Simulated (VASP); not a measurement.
# Ti5Al16 (a cell with a defect) in VASP: single point with PBE

Aim: the single point of Ti5Al16 (a cell with a defect) with PBE.

All numbers are computed with VASP 6.6.1; they aren't measurements. Logs are shortened: lines on timing, memory, paths and dates and some standing lists are left out, and cuts for length are marked.

## 1. The cell of the first run

The cell holds a defect, 21 atoms: a = 7.454 Å, b = 7.454 Å, c = 7.454 Å, α = 109.32°, β = 109.55°, γ = 109.55°.

## 2. Single point, PBE

INCAR

```
ALGO = Normal
EDIFF = 1E-6
ENCUT = 520
GGA = PE
ISIF = 2
ISMEAR = 0
LASPH = True
LCHARG = True
LELF = True
LREAL = Auto
LVHAR = True
LWAVE = False
NBANDS = 70
NELM = 60
PREC = Accurate
SIGMA = 0.1
```

KPOINTS

```
Automatic mesh
0
Gamma
  4 4 4
  0.5 0.5 0.5
```

POSCAR

```
Ti5Al16
1.0
   -5.7680202884     -1.9226734295      4.3114047960
   -1.9226734295      5.7680202884     -4.3114047960
    1.9226734295     -5.7680202884     -4.3114047960
Ti Al
5 16
Direct
    0.3379916163      0.5636959681      0.7742956955
    0.0623001276      0.0363362279      0.0259638997
    0.1999595428      0.8000021411      0.3999574491
    0.8179512318      0.2152546520      0.6026965798
    0.5824204895      0.3849463402      0.1974741494
    0.8125982687      0.6749520642      0.1376462045
    0.4106385348      0.0952125812      0.3154259536
    0.5873793140      0.9252802025      0.6620991588
    0.2001072538      0.3000061536      0.9001011475
    0.9896936062      0.5049278703      0.4847657359
    0.7001610775      0.0798100085      0.1798656379
    0.3045622262      0.4608323268      0.3608242354
    0.4982329216      0.2594738008      0.7553165088
    0.0957191675      0.6563558598      0.9564157093
    0.9019249829      0.8571230073      0.5613164541
    0.4982330256      0.7429163648      0.2387590882
    0.0957191675      0.1393033895      0.4393632391
    0.3045622262      0.9437379222      0.8437298308
    0.9019249829      0.3406085288      0.0448019756
    0.7001610775      0.5202954396      0.6203510689
    0.7000134185      0.8001577578      0.8998557080
```

Potentials or basis: VASP PAW PBE potentials, release 64 (Ti_sv, Al).

Started as:

```bash
cat potpaw_PBE.64/Ti_sv/POTCAR potpaw_PBE.64/Al/POTCAR > POTCAR
mpirun -np 1 vasp_std > vasp.out
```

OUTCAR:

```text
EDIFF = 1E-6
   ENCUT = 520
   GGA = PE
   ISIF = 2
   ISMEAR = 0
   LASPH = True
   LREAL = Auto
   NELM = 60
   PREC = Accurate

 ion  position               nearest neighbor table
   1  0.338  0.564  0.774-  21 2.30   9 2.51  10 2.54  14 2.73  17 2.73  18 2.82  12 2.82  16 2.88
                            13 2.88
   2  0.062  0.036  0.026-  21 2.30   9 2.51   7 2.54  12 2.73  18 2.73  17 2.82  14 2.82  19 2.88
                            15 2.88
   3  0.200  0.800  0.400-   8 2.50   6 2.50  10 2.64   7 2.64  17 2.84  14 2.84  18 2.84  12 2.84
                            15 2.94  19 2.94  13 2.94  16 2.94
   4  0.818  0.215  0.603-   8 2.55   9 2.66   7 2.68  11 2.68  20 2.68  10 2.69  14 2.85  17 2.85
                            19 2.88  15 2.88  13 3.03  16 3.03
   5  0.582  0.385  0.197-   6 2.55   9 2.66  10 2.68  20 2.68  11 2.68   7 2.69  12 2.85  18 2.85
                            16 2.88  13 2.88  15 3.03  19 3.03
   6  0.813  0.675  0.138-  21 2.31   3 2.50   5 2.55  19 2.72  15 2.72  16 2.84  13 2.84  17 2.88
                            14 2.88  10 3.32  11 3.34  20 3.34
   7  0.411  0.095  0.315-   2 2.54   3 2.64   4 2.68   5 2.69  20 2.69  11 2.69  13 2.84  16 2.84
                            17 2.87  14 2.87  12 3.03  18 3.03   8 3.32
   8  0.587  0.925  0.662-  21 2.31   3 2.50   4 2.55  13 2.72  16 2.72  19 2.84  15 2.84  18 2.88
                            12 2.88   7 3.32  11 3.34  20 3.34
   9  0.200  0.300  0.900-   1 2.51   2 2.51   4 2.66   5 2.66  16 2.83  13 2.83  19 2.83  15 2.83
                            12 2.95  18 2.95  14 2.95  17 2.95
  10  0.990  0.505  0.485-   1 2.54   3 2.64   5 2.68   4 2.69  20 2.69  11 2.69  19 2.84  15 2.84
                            18 2.87  12 2.87  14 3.03  17 3.03   6 3.32
  11  0.700  0.080  0.180-  21 2.41   4 2.68   5 2.68   7 2.69  10 2.69  17 2.72  18 2.72  19 2.72
                            16 2.72   6 3.34   8 3.34
  12  0.305  0.461  0.361-  20 2.72  19 2.73   2 2.73  16 2.73  17 2.75   1 2.82   3 2.84   5 2.85
                            10 2.87   8 2.88   9 2.95   7 3.03
  13  0.498  0.259  0.755-   8 2.72  20 2.72  17 2.73  18 2.73  19 2.77   9 2.83   6 2.84   7 2.84
                             1 2.88   5 2.88   3 2.94   4 3.03
  14  0.096  0.656  0.956-  20 2.72  16 2.73   1 2.73  19 2.73  18 2.75   2 2.82   3 2.84   4 2.85
                             7 2.87   6 2.88   9 2.95  10 3.03
  15  0.902  0.857  0.561-  20 2.72   6 2.72  18 2.73  17 2.73  16 2.77   9 2.83   8 2.84  10 2.84
                             2 2.88   4 2.88   3 2.94   5 3.03
  16  0.498  0.743  0.239-   8 2.72  11 2.72  14 2.73  12 2.73  15 2.77   9 2.83   6 2.84   7 2.84
                             1 2.88   5 2.88   3 2.94   4 3.03
  17  0.096  0.139  0.439-  11 2.72  13 2.73   1 2.73  15 2.73  12 2.75   2 2.82   3 2.84   4 2.85
                             7 2.87   6 2.88   9 2.95  10 3.03
  18  0.305  0.944  0.844-  11 2.72  15 2.73   2 2.73  13 2.73  14 2.75   1 2.82   3 2.84   5 2.85
                            10 2.87   8 2.88   9 2.95   7 3.03
  19  0.902  0.341  0.045-  11 2.72   6 2.72  12 2.73  14 2.73  13 2.77   9 2.83   8 2.84  10 2.84
                             2 2.88   4 2.88   3 2.94   5 3.03
  20  0.700  0.520  0.620-  21 2.41   4 2.68   5 2.68   7 2.69  10 2.69  14 2.72  12 2.72  15 2.72
                            13 2.72   6 3.34   8 3.34
  21  0.700  0.800  0.900-   1 2.30   2 2.30   8 2.31   6 2.31  11 2.41  20 2.41

  LATTYP: Found a body centered tetragonal cell.
 ALAT       =     8.5984569737
 C/A-ratio  =     1.0028322080

  Lattice vectors:

 A1 = (   1.9226734295,  -5.7680202884,   4.3114047960)
 A2 = (  -1.9226734295,   5.7680202884,   4.3114047960)
 A3 = (  -5.7680202884,  -1.9226734295,  -4.3114047960)

Analysis of symmetry for initial positions (statically):
=====================================================================
 Subroutine PRICEL returns:
 Original cell was already a primitive cell.

 Routine SETGRP: Setting up the symmetry group for a
 body centered tetragonal supercell.

 Subroutine GETGRP returns: Found  2 space group operations
 (whereof  2 operations were pure point group operations)
 out of a pool of 16 trial point group operations.

The static configuration has the point symmetry C_1h.

Analysis of symmetry for dynamics (positions and initial velocities):
=====================================================================
 Subroutine PRICEL returns:
 Original cell was already a primitive cell.

 Routine SETGRP: Setting up the symmetry group for a
 body centered tetragonal supercell.

 Subroutine GETGRP returns: Found  2 space group operations
 (whereof  2 operations were pure point group operations)
 out of a pool of 16 trial point group operations.

The dynamic configuration has the point symmetry C_1h.

 Subroutine INISYM returns: Found  2 space group operations
 (whereof  2 operations are pure point group operations),
 and found     1 'primitive' translations

----------------------------------------------------------------------------------------

                                     Primitive cell

  volume of cell :     318.7571

  direct lattice vectors                    reciprocal lattice vectors
    -5.768020288 -1.922673430  4.311404796    -0.156032738 -0.052010913  0.000000000
    -1.922673430  5.768020288 -4.311404796    -0.104021826  0.052010913 -0.115971481
     1.922673430 -5.768020288 -4.311404796    -0.052010913 -0.104021826 -0.115971481

  length of vectors
     7.453518798  7.453518798  7.453518798     0.164472947  0.164240859  0.164240859

  position of ions in fractional coordinates (direct lattice)
     0.337991616  0.563695968  0.774295696
     0.062300128  0.036336228  0.025963900
     0.199959543  0.800002141  0.399957449
     0.817951232  0.215254652  0.602696580
     0.582420490  0.384946340  0.197474149
     0.812598269  0.674952064  0.137646205
[... 13 lines left out ...]
     0.700161077  0.520295440  0.620351069
     0.700013418  0.800157758  0.899855708

  ion indices of the primitive-cell ions
   primitive index   ion index
                 1           1
                 2           2
                 3           3
                 4           4
                 5           5
                 6           6
[... 13 lines left out ...]
                20          20
                21          21

----------------------------------------------------------------------------------------

 KPOINTS: Automatic mesh

Automatic generation of k-mesh.
 Grid dimensions read from file:
 generate k-points for:    4    4    4

 Generating k-lattice:

  Cartesian coordinates                     Fractional coordinates (reciprocal lattice)
    -0.039008185 -0.013002728  0.000000000     0.250000000  0.000000000  0.000000000
    -0.026005456  0.013002728 -0.028992870    -0.000000000  0.250000000  0.000000000
    -0.013002728 -0.026005456 -0.028992870    -0.000000000  0.000000000  0.250000000

  Length of vectors
     0.041118237  0.041060215  0.041060215

  Shift w.r.t. Gamma in fractional coordinates (k-lattice)
     0.500000000  0.500000000  0.500000000

 Subroutine IBZKPT returns following result:
 ===========================================

 Found     22 irreducible k-points:

 Following reciprocal coordinates:
            Coordinates               Weight
  0.125000  0.125000  0.125000      4.000000
 -0.125000 -0.125000  0.375000      4.000000
  0.375000  0.125000  0.125000      2.000000
 -0.125000 -0.375000 -0.375000      2.000000
 -0.125000  0.125000  0.125000      2.000000
  0.125000  0.375000  0.125000      4.000000
[... 14 lines left out ...]
  0.375000 -0.375000  0.375000      2.000000
 -0.375000 -0.375000  0.375000      2.000000
   k-points           NKPTS =     22   k-points in BZ     NKDIM =     22   number of bands    NBANDS=     70
   number of dos      NEDOS =    301   number of ions     NIONS =     21
   total plane-waves  NPLWV = 175616
   dimension x,y,z NGX =    56 NGY =   56 NGZ =   56
   dimension x,y,z NGXF=   112 NGYF=  112 NGZF=  112
   ions per type =               5  16
   NGX,Y,Z   is equivalent  to a cutoff of  12.49, 12.49, 12.49 a.u.
   NGXF,Y,Z  is equivalent  to a cutoff of  24.98, 24.98, 24.98 a.u.
 SYSTEM =  unknown system
   PREC   = accura    normal or accurate (medium, high low for compatibility)
   ISTART =      0    job   : 0-new  1-cont  2-samecut
   ICHARG =      2    charge: 1-file 2-atom 10-const
   ISPIN  =      1    spin polarized calculation?
   LNONCOLLINEAR =      F non collinear calculations
   LSORBIT =      F    spin-orbit coupling
   LASPH  =      T    aspherical Exc in radial PAW
   ENCUT  =  520.0 eV  38.22 Ry    6.18 a.u.  13.86 13.86 13.86*2*pi/ulx,y,z
   NELM   =     60;   NELMIN=  2; NELMDL= -5     # of ELM steps
   EDIFF  = 0.1E-05   stopping-criterion for ELM
   LREAL  =      T    real-space projection
   EDIFFG = 0.1E-04   stopping-criterion for IOM
   NSW    =      0    number of steps for IOM
   IBRION =     -1    ionic relax: 0-MD 1-quasi-New 2-CG
   NFREE  =      0    steps in history (QN), initial steepest desc. (CG)
   ISIF   =      2    stress and relaxation
   ISYM   =      2    0-nonsym 1-usesym 2-fastsym
   POTIM  = 0.5000    time-step for ionic-motion
   TEBEG  =    0.0;   TEEND  =   0.0 temperature during run
   PSTRESS=    0.0 pullay stress
   NELECT =     108.0000    total number of electrons
   NUPDOWN=      -1.0000    fix difference up-down
   EMIN   =  10.00;   EMAX   =-10.00  energy-range for DOS
   EFERMI =   0.00;   METHOD = LEGACY
   ISMEAR =     0;   SIGMA  =   0.10  broadening in eV -4-tet -1-fermi 0-gaus
   EFERMI_NEDOS =   21; number of points for ismear=-14 and -15
   IALGO  =     38    algorithm
   IMIX   =      4    mixing-type and parameters
     AMIX     =   0.40;   BMIX     =  1.00
     AMIX_MAG =   1.60;   BMIX_MAG =  1.00
  volume/ion in A,a.u.               =      15.18       102.43
  Fermi-wavevector in a.u.,A,eV,Ry     =   1.141290  2.156726 17.722182  1.302544
  Thomas-Fermi vector in A             =   2.277991
   LORBIT       =      0    0 simple, 1 ext, 2 COOP (PROOUT), +10 PAW based schemes
   GGA     = PE    functional components
   LHFCALC =     F    Hartree Fock is set to
   AEXX    =    0.0000 exact exchange contribution
   IVDW    =     0    specifies the selected vdW correction
   LEPSILON=     F    determine dielectric tensor
   LRPA    =     F    only Hartree local field effects (RPA)
 non-spin polarized calculation
 Gauss-broadening in eV      SIGMA  =   0.10
  energy-cutoff  :      520.00
  volume of cell :      318.76
 maximum number of plane-waves:      8619
   NGX = 27   NGY = 27   NGZ = 27

 number of electron     108.0000007 magnetization

 Free energy of the ion-electron system (eV)
  ---------------------------------------------------
  ext. energy  EPLUGINS =         0.00000000
  ---------------------------------------------------
  free energy    TOTEN  =      -101.35499784 eV

  energy without entropy =     -101.30311954  energy(sigma->0) =     -101.32905869

 E-fermi :   8.8172     XC(G=0): -10.8752

 val. band max:        8.8056455651   @ k =  -0.3750   0.3750   0.1250
 cond. band min:       8.8393911169   @ k =   0.1250   0.1250   0.1250
 fundamental gap:      0.0337455518
 Fermi energy:         8.8171825693

 k-point     1 :       0.1250    0.1250    0.1250
  band No.  band energies     occupation
      1     -47.6311      2.00000
      2     -47.6299      2.00000
      3     -47.5926      2.00000
      4     -47.4919      2.00000
      5     -47.4915      2.00000
      6     -24.0154      2.00000
[... 58 lines left out ...]
     65      10.5827      0.00000
     66      10.7193      0.00000

 k-point     2 :      -0.1250   -0.1250    0.3750
  band No.  band energies     occupation
      1     -47.6311      2.00000
      2     -47.6299      2.00000
      3     -47.5926      2.00000
      4     -47.4919      2.00000
      5     -47.4915      2.00000
      6     -24.0154      2.00000
[... 1438 lines left out ...]
     65      10.6323      0.00000
     66      10.7303      0.00000
 [bands above 66 left out]

------------------------ aborting loop because EDIFF is reached ----------------------------------------

  FORCE on cell =-STRESS in cart. coord.  units (eV):
  Direction    XX          YY          ZZ          XY          YZ          ZX
  --------------------------------------------------------------------------------------
  -------------------------------------------------------------------------------------
  Total       26.0301061     21.8140424     14.9255673     -0.7328636      0.0000000      0.0000000
  in kB      130.8358246    109.6445099     75.0207813     -3.6836121      0.0000000      0.0000000
  external PRESSURE =     105.1670386 kB  Pullay stress =       0.0000000 kB

 VOLUME and BASIS-vectors are now :
 -----------------------------------------------------------------------------
  energy-cutoff  :      520.00
  volume of cell :      318.76
      direct lattice vectors                 reciprocal lattice vectors
    -5.768020288 -1.922673430  4.311404796    -0.156032738 -0.052010913  0.000000000
    -1.922673430  5.768020288 -4.311404796    -0.104021826  0.052010913 -0.115971481
     1.922673430 -5.768020288 -4.311404796    -0.052010913 -0.104021826 -0.115971481

 POSITION                                       TOTAL-FORCE (eV/Angst)
 -----------------------------------------------------------------------------------
     -1.54463     -1.86459     -4.31140         0.023062      0.003111      0.000000
     -0.37929     -0.05996     -0.00000        -0.020693     -0.009881     -0.000000
     -1.92253      1.92301     -4.31141        -0.000075      0.000198      0.000000
     -3.97303     -3.80743      0.00000        -0.011900      0.007781      0.000000
     -3.71986     -0.03846     -0.00000         0.007726      0.003060      0.000000
     -5.72015      1.53683      0.00000        -0.009450     -0.013709     -0.000000
[... 13 lines left out ...]
     -3.84617     -1.92330     -1.89911         0.001090     -0.001431      0.015372
     -3.84601     -1.92096     -4.31140         0.002873      0.000851     -0.000000
 -----------------------------------------------------------------------------------
    total drift:                                0.007636      0.023335      0.001029

  FREE ENERGIE OF THE ION-ELECTRON SYSTEM (eV)
  ---------------------------------------------------
  free  energy   TOTEN  =      -101.3549978437 eV

  energy  without entropy=     -101.3031195416  energy(sigma->0) =     -101.32905869
```

Wall time 36 min (1 thread of Intel Xeon 8259CL, shared host); peak memory 0.6 GiB.

What came out:

- Free energy: -101.3550 eV
- Pressure: 10.5 GPa
- Largest force: 0.023 eV/Å
- Band gap on the k mesh: zero (bands 54 and 55 overlap by 0.13 eV)

Forces in eV/Å, atoms in the order of the input:
```
Ti   0.023  0.003  0.000
Ti  -0.021 -0.010  0.000
Ti   0.000  0.000  0.000
Ti  -0.012  0.008  0.000
Ti   0.008  0.003  0.000
Al  -0.009 -0.014  0.000
Al   0.002 -0.002  0.000
Al   0.005  0.013  0.000
Al   0.002  0.001  0.000
Al   0.002 -0.002  0.000
Al   0.001 -0.001 -0.015
Al  -0.002  0.002 -0.004
Al   0.000  0.005  0.006
Al  -0.001 -0.001 -0.003
Al   0.000 -0.005  0.005
Al   0.000  0.005 -0.006
Al  -0.001 -0.001  0.003
Al  -0.002  0.002  0.004
Al   0.000 -0.005 -0.005
Al   0.001 -0.001  0.015
Al   0.003  0.001  0.000
```

Levels at points of the mesh, in eV from the Fermi level:
| k point | band 52 | band 53 | band 54 | band 55 | band 56 | band 57 |
| --- | --- | --- | --- | --- | --- | --- |
| (0.12, 0.12, 0.12) | -0.57 | -0.32 | -0.16 | 0.02 | 0.48 | 0.70 |

The gap in the log of VASP goes by the Fermi energy; the results here count the filled bands.